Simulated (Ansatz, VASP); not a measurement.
## One calculation of Ni, two programs

File POSCAR:

```
Ni
1.0
    2.4149374537      0.0000000000      0.0000000000
   -1.2074687268      2.0913971830      0.0000000000
    0.0000000000      0.0000000000      4.0177628822
Ni
2
Direct
    0.3333333333      0.6666666667      0.2500000000
    0.6666666667      0.3333333333      0.7500000000
```

INCAR.step1

```
SYSTEM = Ni
ALGO     = Normal         ! electronic algorithm
EDIFF    = 1E-5           ! SCF threshold, eV
ENCUT    = 760            ! plane-wave cutoff, eV
GGA      = PE             ! functional
GGA_COMPAT= .FALSE.      
ISMEAR   = 1              ! smearing method
ISPIN    = 2              ! spin polarisation
LASPH    = .TRUE.         ! aspherical terms in the spheres
LCHARG   = .FALSE.        ! write CHGCAR
LMAXMIX  = 4              ! l up to which the mixer works
LREAL    = .FALSE.        ! projectors in reciprocal space
LWAVE    = .TRUE.         ! write WAVECAR
MAGMOM   = 1.5 1.5        ! initial moments
NBANDS   = 29             ! bands
NELM     = 200            ! most SCF steps
PREC     = Accurate       ! precision mode
SIGMA    = 0.02           ! smearing width, eV
```

INCAR.step2

```
SYSTEM = Ni
ALGO     = Normal         ! electronic algorithm
EDIFF    = 1E-6           ! SCF threshold, eV
ENCUT    = 760            ! plane-wave cutoff, eV
GGA_COMPAT= .FALSE.      
ISIF     = 2              ! what is computed and relaxed
ISMEAR   = 1              ! smearing method
ISPIN    = 2              ! spin polarisation
ISTART   = 1            
LASPH    = .TRUE.         ! aspherical terms in the spheres
LCHARG   = .FALSE.        ! write CHGCAR
LMAXMIX  = 4              ! l up to which the mixer works
LMIXTAU  = .TRUE.       
LORBIT   = 11             ! projections on sites
LREAL    = .FALSE.        ! projectors in reciprocal space
LWAVE    = .FALSE.        ! write WAVECAR
MAGMOM   = 1.5 1.5        ! initial moments
METAGGA  = R2SCAN         ! meta-GGA
NBANDS   = 29             ! bands
NELM     = 200            ! most SCF steps
PREC     = Accurate       ! precision mode
SIGMA    = 0.02           ! smearing width, eV
```

File KPOINTS:

```
k-points
0
G
  13 13 7
  0 0 0
```

Input for Ansatz:

```yaml
crystal:
  lattice:
    - [2.414937453686997, 0.0, 0.0]
    - [-1.2074687268434985, 2.091397183003422, 0.0]
    - [0.0, 0.0, 4.017762882223417]
  atoms:
    - { symbol: Ni, position: [0.3333333333333333, 0.6666666666666666, 0.25], spin: 1.5 }
    - { symbol: Ni, position: [0.6666666666666666, 0.3333333333333333, 0.75], spin: 1.5 }
accuracy: low
basis:
  ecutwfc: 557.833418042754
kpoints:
  mp_grid:
    grid: [13, 13, 7]
hamiltonian:
  xc: r2scan
magnetization:
  spin_polarized: true
scf:
  mixing:
    algorithm: broyden
  occupations:
    method: methfessel_paxton
    width: 0.02
output:
  stress: true
```

Alike in both runs: task single point; functional r2SCAN; k mesh 13 × 13 × 7; occupations methfessel-paxton of order 1, width 0.02 eV; collinear spin.

|  | VASP | Ansatz |
| --- | --- | --- |
| version | VASP 6.6.1 | Ansatz 0.2.0 |
| potentials or method | VASP PAW PBE potentials, release 64 (Ni_sv_GW), cutoff 760 eV | plane waves, PAW |
| valence electrons in the cell | 36 | 36 |

Ansatz gave:

```
pressure (GPa)                                                : 9.2
traceless stress, the component that is largest in VASP (GPa) : 1.66
net moment per atom (μB)                                      : 0.68
size of the moment on the site where the two differ most (μB) : 0.74
```

Problem. Which values does VASP return?

Solution. Pressure (GPa): 8.3; traceless stress, the component that is largest in VASP (GPa): 1.78; net moment per atom (μB): 0.68; size of the moment on the site where the two differ most (μB): 0.74.

VASP's potentials were made for PBE, not for r2SCAN. Site moments also hang on the region over which each program counts them. Ansatz's warnings: stability check not made.
